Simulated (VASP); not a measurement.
# C (P6_3/mmc) in VASP: a series of runs

C is run at these levels: PBE; tasks: single point.

The COD entry that gives the cell may itself be a prediction, so a difference from it is no test against experiment.

All numbers are computed with VASP 6.6.1; they aren't measurements. Logs are shortened: lines on timing, memory, paths and dates and some standing lists are left out, and cuts for length are marked.

## 1. The cell of the first run

It takes space group P6_3/mmc (No. 194, hexagonal). Conventional cell: a = 2.392 Å, b = 2.392 Å, c = 8.720 Å, α = 90.00°, β = 90.00°, γ = 120.00°. Within 2.0 Å of C (site symmetry 3m) lie 4 C at 1.48 to 1.62 Å. Within 2.0 Å of C (site symmetry 3m) lie 4 C at 1.48 to 1.65 Å.

## 2. Single point, PBE (strain -0.050 along x and y, +0.050 along z)

The input, INCAR:

```
SYSTEM = C
  PREC = Accurate
  ENCUT = 520
  EDIFF = 1E-6
  ISMEAR = 0
  SIGMA = 0.05
  LREAL = .False.
  LASPH = .True.
  NELM = 100
  ALGO = Normal
  ISIF = 2
  LWAVE = .False.
  LCHARG = .False.
  GGA = PE
  NBANDS = 26
```

The input, KPOINTS:

```
Automatic mesh
0
Gamma
  12 12 4
  0 0 0
```

The input, POSCAR:

```
C
1.0
    2.3921175669      0.0000000000      0.0000000000
   -1.1960587834      2.0716345818      0.0000000000
    0.0000000000      0.0000000000      8.7198175910
C
8
Direct
    0.0000000000      0.0000000000      0.0929681641
    0.0000000000      0.0000000000      0.5929681641
    0.0000000000      0.0000000000      0.4070318359
    0.0000000000      0.0000000000      0.9070318359
    0.3333333333      0.6666666667      0.1555285626
    0.6666666667      0.3333333333      0.6555285626
    0.3333333333      0.6666666667      0.3444714374
    0.6666666667      0.3333333333      0.8444714374
```

Potentials or basis: VASP PAW PBE potentials, release 64 (C).

Launch:

```
> cat potpaw_PBE.64/C/POTCAR > POTCAR
> mpirun -np 1 vasp_std > vasp.out
```

OUTCAR:

```text
SYSTEM = C
   PREC = Accurate
   ENCUT = 520
   EDIFF = 1E-6
   ISMEAR = 0
   LREAL = .False.
   LASPH = .True.
   NELM = 100
   ISIF = 2
   GGA = PE

 ion  position               nearest neighbor table
   1  0.000  0.000  0.093-   5 1.48   5 1.48   5 1.48   4 1.62
   2  0.000  0.000  0.593-   6 1.48   6 1.48   6 1.48   3 1.62
   3  0.000  0.000  0.407-   7 1.48   7 1.48   7 1.48   2 1.62
   4  0.000  0.000  0.907-   8 1.48   8 1.48   8 1.48   1 1.62
   5  0.333  0.667  0.156-   1 1.48   1 1.48   1 1.48   7 1.65
   6  0.667  0.333  0.656-   2 1.48   2 1.48   2 1.48   8 1.65
   7  0.333  0.667  0.344-   3 1.48   3 1.48   3 1.48   5 1.65
   8  0.667  0.333  0.844-   4 1.48   4 1.48   4 1.48   6 1.65

  LATTYP: Found a hexagonal cell.
 ALAT       =     2.3921175669
 C/A-ratio  =     3.6452295287

  Lattice vectors:

 A1 = (   2.3921175669,   0.0000000000,   0.0000000000)
 A2 = (  -1.1960587834,   2.0716345818,   0.0000000000)
 A3 = (   0.0000000000,   0.0000000000,   8.7198175910)

Analysis of symmetry for initial positions (statically):
=====================================================================
 Subroutine PRICEL returns:
 Original cell was already a primitive cell.

 Routine SETGRP: Setting up the symmetry group for a
 hexagonal supercell.

 Subroutine GETGRP returns: Found 24 space group operations
 (whereof 12 operations were pure point group operations)
 out of a pool of 24 trial point group operations.

The static configuration has the point symmetry D_3d.
 The point group associated with its full space group is D_6h.

Analysis of symmetry for dynamics (positions and initial velocities):
=====================================================================
 Subroutine PRICEL returns:
 Original cell was already a primitive cell.

 Routine SETGRP: Setting up the symmetry group for a
 hexagonal supercell.

 Subroutine GETGRP returns: Found 24 space group operations
 (whereof 12 operations were pure point group operations)
 out of a pool of 24 trial point group operations.

The dynamic configuration has the point symmetry D_3d.
 The point group associated with its full space group is D_6h.

 Subroutine INISYM returns: Found 24 space group operations
 (whereof 12 operations are pure point group operations),
 and found     1 'primitive' translations

----------------------------------------------------------------------------------------

                                     Primitive cell

  volume of cell :      43.2119

  direct lattice vectors                    reciprocal lattice vectors
     2.392117567  0.000000000  0.000000000     0.418039654  0.241355307  0.000000000
    -1.196058783  2.071634582  0.000000000     0.000000000  0.482710614  0.000000000
     0.000000000  0.000000000  8.719817591     0.000000000  0.000000000  0.114681298

  length of vectors
     2.392117567  2.392117567  8.719817591     0.482710614  0.482710614  0.114681298

  position of ions in fractional coordinates (direct lattice)
     0.000000000  0.000000000  0.092968164
     0.000000000  0.000000000  0.592968164
     0.000000000  0.000000000  0.407031836
     0.000000000  0.000000000  0.907031836
     0.333333333  0.666666667  0.155528563
     0.666666667  0.333333333  0.655528563
     0.333333333  0.666666667  0.344471437
     0.666666667  0.333333333  0.844471437

  ion indices of the primitive-cell ions
   primitive index   ion index
                 1           1
                 2           2
                 3           3
                 4           4
                 5           5
                 6           6
                 7           7
                 8           8

----------------------------------------------------------------------------------------

 KPOINTS: Automatic mesh

Automatic generation of k-mesh.
 Grid dimensions read from file:
 generate k-points for:   12   12    4

 Generating k-lattice:

  Cartesian coordinates                     Fractional coordinates (reciprocal lattice)
     0.034836638  0.020112942  0.000000000     0.083333333  0.000000000  0.000000000
     0.000000000  0.040225884  0.000000000     0.000000000  0.083333333  0.000000000
     0.000000000  0.000000000  0.028670325     0.000000000  0.000000000  0.250000000

  Length of vectors
     0.040225884  0.040225884  0.028670325

  Shift w.r.t. Gamma in fractional coordinates (k-lattice)
     0.000000000  0.000000000  0.000000000

 Subroutine IBZKPT returns following result:
 ===========================================

 Found     57 irreducible k-points:

 Following reciprocal coordinates:
            Coordinates               Weight
  0.000000  0.000000  0.000000      1.000000
  0.083333  0.000000  0.000000      6.000000
  0.166667  0.000000  0.000000      6.000000
  0.250000  0.000000  0.000000      6.000000
  0.333333  0.000000  0.000000      6.000000
  0.416667  0.000000  0.000000      6.000000
[... 16 lines left out ...]
  0.250000  0.000000  0.250000     12.000000
  0.333333  0.000000  0.250000     12.000000
 [... further k-points ...]
   k-points           NKPTS =     57   k-points in BZ     NKDIM =     57   number of bands    NBANDS=     26
   number of dos      NEDOS =    301   number of ions     NIONS =      8
   total plane-waves  NPLWV =  22680
   dimension x,y,z NGX =    18 NGY =   18 NGZ =   70
   dimension x,y,z NGXF=    36 NGYF=   36 NGZF=  140
   ions per type =               8
   NGX,Y,Z   is equivalent  to a cutoff of  12.51, 12.51, 13.35 a.u.
   NGXF,Y,Z  is equivalent  to a cutoff of  25.02, 25.02, 26.69 a.u.
 SYSTEM =  C
   PREC   = accura    normal or accurate (medium, high low for compatibility)
   ISTART =      0    job   : 0-new  1-cont  2-samecut
   ICHARG =      2    charge: 1-file 2-atom 10-const
   ISPIN  =      1    spin polarized calculation?
   LNONCOLLINEAR =      F non collinear calculations
   LSORBIT =      F    spin-orbit coupling
   LASPH  =      T    aspherical Exc in radial PAW
   ENCUT  =  520.0 eV  38.22 Ry    6.18 a.u.   4.45  4.45 16.21*2*pi/ulx,y,z
   NELM   =    100;   NELMIN=  2; NELMDL= -5     # of ELM steps
   EDIFF  = 0.1E-05   stopping-criterion for ELM
   LREAL  =      F    real-space projection
   EDIFFG = 0.1E-04   stopping-criterion for IOM
   NSW    =      0    number of steps for IOM
   IBRION =     -1    ionic relax: 0-MD 1-quasi-New 2-CG
   NFREE  =      0    steps in history (QN), initial steepest desc. (CG)
   ISIF   =      2    stress and relaxation
   ISYM   =      2    0-nonsym 1-usesym 2-fastsym
   POTIM  = 0.5000    time-step for ionic-motion
   TEBEG  =    0.0;   TEEND  =   0.0 temperature during run
   PSTRESS=    0.0 pullay stress
   NELECT =      32.0000    total number of electrons
   NUPDOWN=      -1.0000    fix difference up-down
   EMIN   =  10.00;   EMAX   =-10.00  energy-range for DOS
   EFERMI =   0.00;   METHOD = LEGACY
   ISMEAR =     0;   SIGMA  =   0.05  broadening in eV -4-tet -1-fermi 0-gaus
   EFERMI_NEDOS =   21; number of points for ismear=-14 and -15
   IALGO  =     38    algorithm
   IMIX   =      4    mixing-type and parameters
     AMIX     =   0.40;   BMIX     =  1.00
     AMIX_MAG =   1.60;   BMIX_MAG =  1.00
  volume/ion in A,a.u.               =       5.40        36.45
  Fermi-wavevector in a.u.,A,eV,Ry     =   1.481121  2.798912 29.847355  2.193719
  Thomas-Fermi vector in A             =   2.595070
   LORBIT       =      0    0 simple, 1 ext, 2 COOP (PROOUT), +10 PAW based schemes
   GGA     = PE    functional components
   LHFCALC =     F    Hartree Fock is set to
   AEXX    =    0.0000 exact exchange contribution
   IVDW    =     0    specifies the selected vdW correction
   LEPSILON=     F    determine dielectric tensor
   LRPA    =     F    only Hartree local field effects (RPA)
 non-spin polarized calculation
 Gauss-broadening in eV      SIGMA  =   0.05
  energy-cutoff  :      520.00
  volume of cell :       43.21
 maximum number of plane-waves:      1196
 NGX is ok and might be reduce to    18
   NGX =  9   NGY =  9   NGZ = 33

 number of electron      32.0000008 magnetization

 Free energy of the ion-electron system (eV)
  ---------------------------------------------------
  ext. energy  EPLUGINS =         0.00000000
  ---------------------------------------------------
  free energy    TOTEN  =       -71.29728665 eV

  energy without entropy =      -71.29728665  energy(sigma->0) =      -71.29728665

 E-fermi :  10.9430     XC(G=0): -13.4983

 val. band max:       10.6672281353   @ k =   0.0000   0.0000   0.0000
 cond. band min:      13.4605870956   @ k =   0.0000   0.0000   0.0000
 fundamental gap:      2.7933589603
 Fermi energy:        10.9429570466

 k-point     1 :       0.0000    0.0000    0.0000
  band No.  band energies     occupation
      1     -11.7646      2.00000
      2     -10.3329      2.00000
      3     -10.2170      2.00000
      4      -7.1850      2.00000
      5      -3.4184      2.00000
      6       2.3544      2.00000
[... 18 lines left out ...]
     25      19.7754      0.00000
     26      20.1848      0.00000

 k-point     2 :       0.0833    0.0000    0.0000
  band No.  band energies     occupation
      1     -11.5745      2.00000
      2     -10.1455      2.00000
      3     -10.0303      2.00000
      4      -7.0135      2.00000
      5      -3.2292      2.00000
      6       2.4936      2.00000
[... 18 lines left out ...]
     25      20.0900      0.00000
     26      20.4547      0.00000

 k-point     3 :       0.1667    0.0000    0.0000
  band No.  band energies     occupation
      1     -11.0053      2.00000
      2      -9.5851      2.00000
      3      -9.4721      2.00000
      4      -6.5009      2.00000
      5      -2.6695      2.00000
      6       2.8895      2.00000
[... 572 lines left out ...]
 k-point    23 :       0.2500    0.0000    0.2500
  band No.  band energies     occupation
      1      -9.9695      2.00000
      2      -9.2349      2.00000
      3      -7.8197      2.00000
      4      -6.0764      2.00000
      5      -1.1904      2.00000
      6       1.7418      2.00000
[... 18 lines left out ...]
     25      21.1969      0.00000
     26      23.0542      0.00000

 k-point    24 :       0.3333    0.0000    0.2500
  band No.  band energies     occupation
      1      -8.6666      2.00000
      2      -7.9445      2.00000
      3      -6.5621      2.00000
      4      -4.8836      2.00000
      5      -0.3236      2.00000
      6       0.3337      2.00000
[... 18 lines left out ...]
     25      21.8041      0.00000
     26      21.9724      0.00000

 [... further k-points ...]
[... 5 lines left out ...]
  --------------------------------------------------------------------------------------
  -------------------------------------------------------------------------------------
  Total       20.2177228     20.2177228    -14.1650910      0.0000000     -0.0000000      0.0000000
  in kB      749.6175538    749.6175538   -525.2026154      0.0000000     -0.0000000      0.0000000
  external PRESSURE =     324.6774974 kB  Pullay stress =       0.0000000 kB

 VOLUME and BASIS-vectors are now :
 -----------------------------------------------------------------------------
  energy-cutoff  :      520.00
  volume of cell :       43.21
      direct lattice vectors                 reciprocal lattice vectors
     2.392117567  0.000000000  0.000000000     0.418039654  0.241355307  0.000000000
    -1.196058783  2.071634582  0.000000000     0.000000000  0.482710614  0.000000000
     0.000000000  0.000000000  8.719817591     0.000000000  0.000000000  0.114681298

 POSITION                                       TOTAL-FORCE (eV/Angst)
 -----------------------------------------------------------------------------------
      0.00000      0.00000      0.81067         0.000000     -0.000000      0.000153
      0.00000      0.00000      5.17057        -0.000000      0.000000      0.000153
      0.00000      0.00000      3.54924         0.000000     -0.000000     -0.000153
      0.00000      0.00000      7.90915        -0.000000      0.000000     -0.000153
     -0.00000      1.38109      1.35618        -0.000000     -0.000000      0.099401
      1.19606      0.69054      5.71609         0.000000      0.000000      0.099401
     -0.00000      1.38109      3.00373        -0.000000      0.000000     -0.099401
      1.19606      0.69054      7.36364         0.000000      0.000000     -0.099401
 -----------------------------------------------------------------------------------
    total drift:                                0.000000      0.000000      0.000000

  FREE ENERGIE OF THE ION-ELECTRON SYSTEM (eV)
  ---------------------------------------------------
  free  energy   TOTEN  =       -71.2972866461 eV

  energy  without entropy=      -71.2972866461  energy(sigma->0) =      -71.29728665
```

Run time: 38 s. Hardware: 1 thread of AMD EPYC 9R45 (Zen 5), shared host; peak memory 0.14 GiB.

Results:

| Item | Value |
| --- | --- |
| Free energy | -71.2973 eV |
| Pressure | 32.5 GPa |
| Largest force | 0.099 eV/Å |
| Band gap on the k mesh | 2.79 eV, direct |

Forces on the atoms (eV/Å):
```
C    0.000  0.000  0.000
C    0.000  0.000  0.000
C    0.000  0.000  0.000
C    0.000  0.000  0.000
C    0.000  0.000  0.099
C    0.000  0.000  0.099
C    0.000  0.000 -0.099
C    0.000  0.000 -0.099
```

Caveat: the cell differs from its parent crystal (strain -0.050 along x and y, +0.050 along z). A k mesh can miss the band edges.

(Continued in part 2 of 2.)
